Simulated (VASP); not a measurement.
# SnSe2 (P-3m1) in VASP: further runs, part 2 of 2

VASP 6.6.1.

## (3) Single point, PBE+D3(BJ)

This run uses another cell than the first one, of 25.73 Å³/atom, 1.008 times its volume.

INCAR reads:

```
PREC = Accurate
ENCUT = 500
EDIFF = 1E-6
ISMEAR = 0
SIGMA = 0.05
LREAL = False
LASPH = True
NELM = 120
ALGO = Normal
ISIF = 2
LWAVE = False
LCHARG = False
GGA = PE
IVDW = 12
NBANDS = 20
GGA_COMPAT = False
```

KPOINTS reads:

```
Automatic mesh
0
Gamma
  8 8 4
```

POSCAR reads:

```
SnSe2
1.0
    3.8393021248      0.0000000000      0.0000000000
   -1.9196510624      3.3249331729      0.0000000000
    0.0000000000      0.0000000000      6.0468501537
Sn Se
1 2
Direct
    0.0000000000      0.0000000000      0.0000000000
    0.3333333333      0.6666666667      0.2638113996
    0.6666666667      0.3333333333      0.7361886004
```

Potentials or basis: VASP PAW PBE potentials, release 64 (Sn_d, Se).

The run is started by

```sh
cat potpaw_PBE.64/Sn_d/POTCAR potpaw_PBE.64/Se/POTCAR > POTCAR
mpirun -np 1 vasp_std > vasp.out
```

OUTCAR:

```text
PREC = Accurate
   ENCUT = 500
   EDIFF = 1E-6
   ISMEAR = 0
   LREAL = False
   LASPH = True
   NELM = 120
   ISIF = 2
   GGA = PE
   IVDW = 12
 IVDW          = 12

 ion  position               nearest neighbor table
   1  0.000  0.000  0.000-   2 2.73   3 2.73   3 2.73   2 2.73   3 2.73   2 2.73
   2  0.333  0.667  0.264-   1 2.73   1 2.73   1 2.73
   3  0.667  0.333  0.736-   1 2.73   1 2.73   1 2.73

  LATTYP: Found a hexagonal cell.
 ALAT       =     3.8393021248
 C/A-ratio  =     1.5749867963

  Lattice vectors:

 A1 = (   3.8393021248,   0.0000000000,   0.0000000000)
 A2 = (  -1.9196510624,   3.3249331729,   0.0000000000)
 A3 = (   0.0000000000,   0.0000000000,   6.0468501537)

Analysis of symmetry for initial positions (statically):
=====================================================================
 Subroutine PRICEL returns:
 Original cell was already a primitive cell.

 Routine SETGRP: Setting up the symmetry group for a
 hexagonal supercell.

 Subroutine GETGRP returns: Found 12 space group operations
 (whereof 12 operations were pure point group operations)
 out of a pool of 24 trial point group operations.

The static configuration has the point symmetry D_3d.

Analysis of symmetry for dynamics (positions and initial velocities):
=====================================================================
 Subroutine PRICEL returns:
 Original cell was already a primitive cell.

 Routine SETGRP: Setting up the symmetry group for a
 hexagonal supercell.

 Subroutine GETGRP returns: Found 12 space group operations
 (whereof 12 operations were pure point group operations)
 out of a pool of 24 trial point group operations.

The dynamic configuration has the point symmetry D_3d.

 Subroutine INISYM returns: Found 12 space group operations
 (whereof 12 operations are pure point group operations),
 and found     1 'primitive' translations

----------------------------------------------------------------------------------------

                                     Primitive cell

[... 111 lines left out ...]
     AMIX     =   0.40;   BMIX     =  1.00
     AMIX_MAG =   1.60;   BMIX_MAG =  1.00
  volume/ion in A,a.u.               =      25.73       173.64
  Fermi-wavevector in a.u.,A,eV,Ry     =   1.139054  2.152501 17.652811  1.297445
  Thomas-Fermi vector in A             =   2.275758
   LORBIT       =      0    0 simple, 1 ext, 2 COOP (PROOUT), +10 PAW based schemes
   GGA     = PE    functional components
   LHFCALC =     F    Hartree Fock is set to
   AEXX    =    0.0000 exact exchange contribution
   IVDW    =    12    specifies the selected vdW correction
   LEPSILON=     F    determine dielectric tensor
   LRPA    =     F    only Hartree local field effects (RPA)
 non-spin polarized calculation
 Gauss-broadening in eV      SIGMA  =   0.05
  energy-cutoff  :      500.00
  volume of cell :       77.19
 maximum number of plane-waves:      1976
   NGX = 13   NGY = 13   NGZ = 23

 number of electron      26.0000016 magnetization

 Free energy of the ion-electron system (eV)
  ---------------------------------------------------
  ext. energy  EPLUGINS =         0.00000000
  ---------------------------------------------------
  free energy    TOTEN  =       -11.81183523 eV

  energy without entropy =      -11.81183523  energy(sigma->0) =      -11.81183523

 E-fermi :   4.5580     XC(G=0):  -9.5297

 val. band max:        4.2993727185   @ k =   0.1250   0.0000   0.0000
 cond. band min:       4.9084502409   @ k =   0.5000   0.0000   0.2500
 fundamental gap:      0.6090775224
 Fermi energy:         4.5580087602

 k-point     1 :       0.0000    0.0000    0.0000
  band No.  band energies     occupation
      1     -17.0391      2.00000
      2     -17.0391      2.00000
      3     -17.0050      2.00000
      4     -16.9939      2.00000
      5     -16.9939      2.00000
      6      -9.5587      2.00000
[... 541 lines left out ...]
     19      11.7412      0.00000
     20      14.0203      0.00000

 [... further k-points ...]

------------------------ aborting loop because EDIFF is reached ----------------------------------------

 Edisp (eV)   -1.08480

 E8    (eV) :    -0.4748

  FORCE on cell =-STRESS in cart. coord.  units (eV):
  Direction    XX          YY          ZZ          XY          YZ          ZX
  --------------------------------------------------------------------------------------
  -------------------------------------------------------------------------------------
  Total      -0.01276    -0.01276    -0.06510     0.00000     0.00000     0.00000
  in kB      -0.26480    -0.26480    -1.35115     0.00000     0.00000     0.00000
  external pressure =       -0.63 kB  Pullay stress =        0.00 kB

 VOLUME and BASIS-vectors are now :
 -----------------------------------------------------------------------------
  energy-cutoff  :      500.00
  volume of cell :       77.19
      direct lattice vectors                 reciprocal lattice vectors
     3.839302125  0.000000000  0.000000000     0.260464003  0.150378962  0.000000000
    -1.919651062  3.324933173  0.000000000     0.000000000  0.300757924  0.000000000
     0.000000000  0.000000000  6.046850154     0.000000000  0.000000000  0.165375357

 POSITION                                       TOTAL-FORCE (eV/Angst)
 -----------------------------------------------------------------------------------
      0.00000      0.00000      0.00000        -0.000000      0.000000      0.000000
     -0.00000      2.21662      1.59523         0.000000     -0.000000      0.011779
      1.91965      1.10831      4.45162        -0.000000      0.000000     -0.011779
 -----------------------------------------------------------------------------------
    total drift:                               -0.000000     -0.000000      0.000000

  FREE ENERGIE OF THE ION-ELECTRON SYSTEM (eV)
  ---------------------------------------------------
  free  energy   TOTEN  =       -12.8966332253 eV

  energy  without entropy=      -12.8966332253  energy(sigma->0) =      -12.89663323
```

Wall time 25 s (1 thread of Intel Xeon 6975P-C (Granite Rapids), shared host); peak memory 0.21 GiB.

Results:

```yaml
Free_energy: -12.8966 eV
Pressure: -0.1 GPa
Largest_force: 0.012 eV/Å
Band_gap_on_the_k_mesh: 0.61 eV, indirect (least direct gap 0.86 eV)
Dispersion_energy_per_atom: -0.362 eV
```

Forces in eV/Å, atoms in the order of the input:
```
Sn   0.000  0.000  0.000
Se   0.000  0.000  0.012
Se   0.000  0.000 -0.012
```

Stress tensor (GPa, compression positive):
```
-0.03  0.00  0.00
 0.00 -0.03  0.00
 0.00  0.00 -0.14
```

Levels at points of the mesh, in eV from the valence-band top:
| k point | band 11 | band 12 | band 13 | band 14 | band 15 | band 16 |
| --- | --- | --- | --- | --- | --- | --- |
| (0.00, 0.00, 0.00) | -0.47 | -0.47 | -0.09 | 0.77 | 2.98 | 4.54 |
| (0.50, 0.00, 0.00) | -2.59 | -1.58 | -0.33 | 1.15 | 3.56 | 4.98 |
| (0.00, 0.00, 0.50) | -0.81 | -0.23 | -0.23 | 2.43 | 2.84 | 4.18 |
| (0.50, 0.00, 0.50) | -2.01 | -1.03 | -0.90 | 0.65 | 3.96 | 4.58 |

Caveat: three body term missing; spin-orbit coupling is left out, which moves the levels of the heavy elements.
